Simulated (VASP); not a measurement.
# HCl (I4/mmm) in VASP: further runs, part 2 of 2

VASP 6.6.1. Earlier steps stand in the parts before.

## (4) Single point, r2SCAN (strain +0.015 along x and y, +0.000 along z)

The input, POSCAR:

```
HCl
1.0
    0.0000000000      2.7785625000      2.7375000000
    2.7785625000      0.0000000000      2.7375000000
    2.7785625000      2.7785625000      0.0000000000
H Cl
1 1
Direct
    0.0000000000      0.0000000000      0.0000000000
    0.5000000000      0.5000000000      0.5000000000
```

The input, INCAR.step1:

```
ALGO = Normal
EDIFF = 1E-4
ENCUT = 520
GGA = PE
ISMEAR = 0
LASPH = True
LCHARG = False
LREAL = False
LWAVE = True
NBANDS = 11
NELM = 100
PREC = Accurate
SIGMA = 0.15
```

The input, INCAR.step2:

```
ALGO = Normal
EDIFF = 1E-7
ENCUT = 520
ISIF = 2
ISMEAR = 0
ISTART = 1
LASPH = True
LCHARG = False
LMIXTAU = True
LREAL = False
LWAVE = False
METAGGA = R2SCAN
NBANDS = 11
NELM = 100
PREC = Accurate
SIGMA = 0.15
```

The input, KPOINTS:

```
k-points
0
Gamma
  16 16 16
```

Potentials or basis: VASP PAW PBE potentials, release 64 (H, Cl).

The run is started by

```
> cat potpaw_PBE.64/H/POTCAR potpaw_PBE.64/Cl/POTCAR > POTCAR
> cp INCAR.step1 INCAR
> mpirun -np 1 vasp_std > vasp.out
> cp INCAR.step2 INCAR
> mpirun -np 1 vasp_std > vasp.out
```

OUTCAR:

```text
EDIFF = 1E-7
   ENCUT = 520
   ISIF = 2
   ISMEAR = 0
   ISTART = 1
   LASPH = True
   LREAL = False
   METAGGA = R2SCAN
   NELM = 100
   PREC = Accurate

 ion  position               nearest neighbor table
   1  0.000  0.000  0.000-
   2  0.500  0.500  0.500-

  LATTYP: Found a body centered tetragonal cell.
 ALAT       =     3.9294807714
 C/A-ratio  =     1.3933138546

  Lattice vectors:

 A1 = (   0.0000000000,  -2.7785625000,  -2.7375000000)
 A2 = (   0.0000000000,   2.7785625000,  -2.7375000000)
 A3 = (   2.7785625000,   0.0000000000,   2.7375000000)

Analysis of symmetry for initial positions (statically):
=====================================================================
 Subroutine PRICEL returns:
 Original cell was already a primitive cell.

 Routine SETGRP: Setting up the symmetry group for a
 body centered tetragonal supercell.

 Subroutine GETGRP returns: Found 16 space group operations
 (whereof 16 operations were pure point group operations)
 out of a pool of 16 trial point group operations.

The static configuration has the point symmetry D_4h.

Analysis of symmetry for dynamics (positions and initial velocities):
=====================================================================
 Subroutine PRICEL returns:
 Original cell was already a primitive cell.

 Routine SETGRP: Setting up the symmetry group for a
 body centered tetragonal supercell.

 Subroutine GETGRP returns: Found 16 space group operations
 (whereof 16 operations were pure point group operations)
 out of a pool of 16 trial point group operations.

The dynamic configuration has the point symmetry D_4h.

 Subroutine INISYM returns: Found 16 space group operations
 (whereof 16 operations are pure point group operations),
 and found     1 'primitive' translations

----------------------------------------------------------------------------------------

                                     Primitive cell

[... 112 lines left out ...]
  Fermi-wavevector in a.u.,A,eV,Ry     =   0.939933  1.776215 12.020382  0.883473
  Thomas-Fermi vector in A             =   2.067294
   LORBIT       =      0    0 simple, 1 ext, 2 COOP (PROOUT), +10 PAW based schemes
   METAGGA = R2SCAN    functional components
   LHFCALC =     F    Hartree Fock is set to
   AEXX    =    0.0000 exact exchange contribution
   IVDW    =     0    specifies the selected vdW correction
   LEPSILON=     F    determine dielectric tensor
   LRPA    =     F    only Hartree local field effects (RPA)
 non-spin polarized calculation
 Gauss-broadening in eV      SIGMA  =   0.15
  energy-cutoff  :      520.00
  volume of cell :       42.27
 maximum number of plane-waves:      1162
 NGX is ok and might be reduce to    30
   NGX = 15   NGY = 15   NGZ = 15

 number of electron       8.0000001 magnetization

 Free energy of the ion-electron system (eV)
  ---------------------------------------------------
  ext. energy  EPLUGINS =         0.00000000
  ---------------------------------------------------
  free energy    TOTEN  =        -6.99101232 eV

  energy without entropy =       -6.98923582  energy(sigma->0) =       -6.99012407

 E-fermi :  -2.6283     XC(G=0):  -7.8728

 val. band max:       -2.7445441734   @ k =   0.0000   0.0000   0.0000
 cond. band min:      -2.5765266576   @ k =   0.4375   0.0000   0.4375
 fundamental gap:      0.1680175157
 Fermi energy:        -2.6283387307

 k-point     1 :       0.0000    0.0000    0.0000
  band No.  band energies     occupation
      1     -16.3522      2.00000
      2      -2.8233      1.93401
      3      -2.7957      1.88541
      4      -2.7957      1.88541
      5      -2.7445      1.72674
      6       9.4020      0.00000
      7      10.6370      0.00000
      8      10.6370      0.00000
      9      10.7397      0.00000
     10      12.9204      0.00000
     11      13.1173      0.00000
[... 309 lines left out ...]
 k-point    24 :      -0.0625    0.0625    0.0000
  band No.  band energies     occupation
      1     -16.3199      2.00000
      2      -3.5900      2.00000
      3      -2.8743      1.97961
      4      -2.8010      1.89652
      5      -1.9810      0.00000
      6       9.0749      0.00000
      7      10.1567      0.00000
      8      10.7710      0.00000
      9      10.8976      0.00000
     10      11.9181      0.00000
     11      12.9385      0.00000

 [... further k-points ...]
[... 5 lines left out ...]
  --------------------------------------------------------------------------------------
  -------------------------------------------------------------------------------------
  Total       -2.5112267     -2.5112267     -2.8374536      0.0000000     -0.0000000      0.0000000
  in kB      -95.1857736    -95.1857736   -107.5511069      0.0000000     -0.0000000      0.0000000
  external PRESSURE =     -99.3075514 kB  Pullay stress =       0.0000000 kB

 VOLUME and BASIS-vectors are now :
 -----------------------------------------------------------------------------
  energy-cutoff  :      520.00
  volume of cell :       42.27
      direct lattice vectors                 reciprocal lattice vectors
     0.000000000  2.778562500  2.737500000    -0.179949164  0.179949164  0.182648402
     2.778562500  0.000000000  2.737500000     0.179949164 -0.179949164  0.182648402
     2.778562500  2.778562500  0.000000000     0.179949164  0.179949164 -0.182648402

 POSITION                                       TOTAL-FORCE (eV/Angst)
 -----------------------------------------------------------------------------------
      0.00000      0.00000      0.00000         0.000000      0.000000      0.000000
      2.77856      2.77856      2.73750         0.000000      0.000000     -0.000000
 -----------------------------------------------------------------------------------
    total drift:                                0.000000     -0.000000      0.000000

  FREE ENERGIE OF THE ION-ELECTRON SYSTEM (eV)
  ---------------------------------------------------
  free  energy   TOTEN  =        -6.9910123220 eV

  energy  without entropy=       -6.9892358230  energy(sigma->0) =       -6.99012407
```

Run time: 18 min. Hardware: 1 thread of Intel Xeon 8259CL, shared host; peak memory 0.28 GiB.

What came out:

```yaml
Free_energy: -6.9910 eV
Pressure: -9.9 GPa
```

Caveat: the cell differs from its parent crystal (strain +0.015 along x and y, +0.000 along z); the cell stands under tension; the PAW data sets were made with another functional, which shifts forces and pressure a little.

## (5) Overview

```tsv
cell	pressure (GPa)
a = 3.959, b = 3.959, c = 3.988 Å, angles 59.8, 59.8, 60.5°, 2 atoms	-9.6
a = 3.930, b = 3.930, c = 3.871 Å, angles 60.5, 60.5, 59.0°, 2 atoms	-9.9
a = 3.901, b = 3.901, c = 3.929 Å, angles 59.8, 59.8, 60.5°, 2 atoms	-9.9
```

Alike in all rows: task single point; level r2SCAN; potentials or basis VASP PAW PBE potentials, release 64 (H, Cl); no spin polarisation; k mesh 16 × 16 × 16; cutoff (eV) 520; smearing gaussian 0.15 eV.

Caveats: the cell stands under tension; the PAW data sets were made with another functional, which shifts forces and pressure a little.

Absolute energies hang on the potentials; compare differences alone.
